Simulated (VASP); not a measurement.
Runs of VASP 6.6.1 on Pt. Symmetry: Im-3m, No. 229, cubic system. The conventional cell has a = 3.168 Å, b = 3.168 Å, c = 3.168 Å, α = 90.00°, β = 90.00°, γ = 90.00°. Within 3.6 Å of Pt (site symmetry m-3m) lie 14 Pt at 2.74 to 3.17 Å. 

```tsv
spin	fixed moment (μB)	gap on the mesh (eV)	pressure (GPa)	moment (μB)
collinear, ferromagnetic start	-	none	-5.8	(b)
collinear, ferromagnetic start	0.2	-	-5.5	0.20
collinear, ferromagnetic start	0.1	-	-5.7	0.10
collinear, ferromagnetic start	1.4	-	7.9	1.40
off	-	none	-5.8	-
collinear, ferromagnetic start	0.5	-	(a)	0.50
collinear, ferromagnetic start	1.0	-	1.4	1.00
```

Alike in all rows: task single point; level r2SCAN; potentials or basis VASP PAW PBE potentials, release 64 (Pt); cell as given; k mesh 13 × 13 × 13; cutoff (eV) 520; smearing fermi-dirac 0.08 eV.

Q: Fill in the values left out.

A: (a) -3.9; (b) 0.00.

Caveats: the PAW data sets were made with another functional, which shifts forces and pressure a little; spin-orbit coupling is left out, which moves the levels of the heavy elements; the total moment is fixed, so each spin has its own Fermi level (some runs).

A k mesh can miss the band edges, and the runs leave out spin-orbit coupling on Pt.

A gap of «none» marks levels without a gap at the run's occupations.
